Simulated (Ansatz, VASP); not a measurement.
## Si23BHO48: VASP beside Ansatz

```
Si O B H
1.0
     9.83160    0.00000    0.00000
    -4.91580    8.51441    0.00000
     0.00000    0.00000   10.81820
Si O B H
23 48 1 1
Direct
  0.26969 0.00425 0.16595
  0.00087 0.26833 0.33343
  0.23001 0.23602 0.00111
  0.26657 0.00397 0.66825
  0.98771 0.26516 0.83639
  0.23738 0.24797 0.50465
  0.26891 0.50350 0.16943
  0.00717 0.76153 0.33461
  0.23789 0.73760 0.99952
  0.99960 0.76329 0.83477
  0.24449 0.73561 0.50164
  0.77046 0.99958 0.16779
  0.50055 0.27099 0.33631
  0.71970 0.22542 0.00675
  0.76694 0.99743 0.66626
  0.49579 0.26489 0.83888
  0.73155 0.22928 0.49976
  0.76718 0.50035 0.16873
  0.50821 0.76575 0.33694
  0.72850 0.72904 0.99673
  0.76786 0.49333 0.67198
  0.49344 0.75540 0.82568
  0.74012 0.73121 0.50282
  0.07018 0.21044 0.44537
  0.29496 0.36648 0.11081
  0.13764 0.43486 0.27873
  0.19997 0.07090 0.05998
  0.36613 0.30228 0.39329
  0.43201 0.14371 0.22421
  0.06673 0.21203 0.94395
  0.30312 0.38533 0.60936
  0.11336 0.44054 0.78519
  0.20978 0.08498 0.56537
  0.35823 0.29531 0.88967
  0.43136 0.13365 0.72992
  0.07663 0.69590 0.44163
  0.30650 0.87563 0.10363
  0.14302 0.92710 0.27811
  0.20825 0.57544 0.06195
  0.37652 0.80182 0.39293
  0.43565 0.63727 0.22609
  0.07029 0.70959 0.94822
  0.29504 0.86981 0.60710
  0.13155 0.92735 0.77454
  0.23013 0.57676 0.56041
  0.35865 0.78649 0.88353
  0.42847 0.62750 0.71503
  0.56688 0.20511 0.44544
  0.79188 0.36138 0.11214
  0.64037 0.43580 0.28138
  0.69387 0.06304 0.06594
  0.86018 0.29204 0.38840
  0.93666 0.13919 0.22155
  0.55427 0.20091 0.95454
  0.79495 0.35742 0.61207
  0.63878 0.42690 0.78263
  0.70407 0.06410 0.55527
  0.83983 0.27643 0.89086
  0.92894 0.13599 0.72560
  0.57366 0.69886 0.44568
  0.79604 0.86552 0.10238
  0.65017 0.92886 0.28368
  0.70334 0.56808 0.05958
  0.87148 0.78951 0.39411
  0.93522 0.63477 0.22255
  0.56261 0.69627 0.93824
  0.80243 0.86540 0.60942
  0.63282 0.92226 0.77285
  0.71102 0.56821 0.56421
  0.85652 0.78509 0.88483
  0.93753 0.62338 0.73028
  0.31542 0.52888 0.63263
  0.07356 0.48668 0.76038
```

Alike in both runs: task single point; functional r2SCAN; k mesh 1 × 1 × 1; occupations gaussian, width 0.02 eV; no spin polarisation.

```csv
,VASP,Ansatz
version,VASP 6.6.1,Ansatz 0.2.0
potentials or method,"VASP PAW PBE potentials, release 64 (Si, O, B, H)","scalar-relativistic, plane waves, PAW"
plane-wave cutoff (eV),520,500
valence electrons in the cell,384,384
```

```tsv
	VASP	Ansatz	Ansatz less VASP
gap on the k mesh at the Fermi level (eV)	6.45	6.45	+0.004
least direct gap on the mesh (eV)	6.45	6.45	+0.004
```

VASP's potentials were made for PBE, not for r2SCAN.
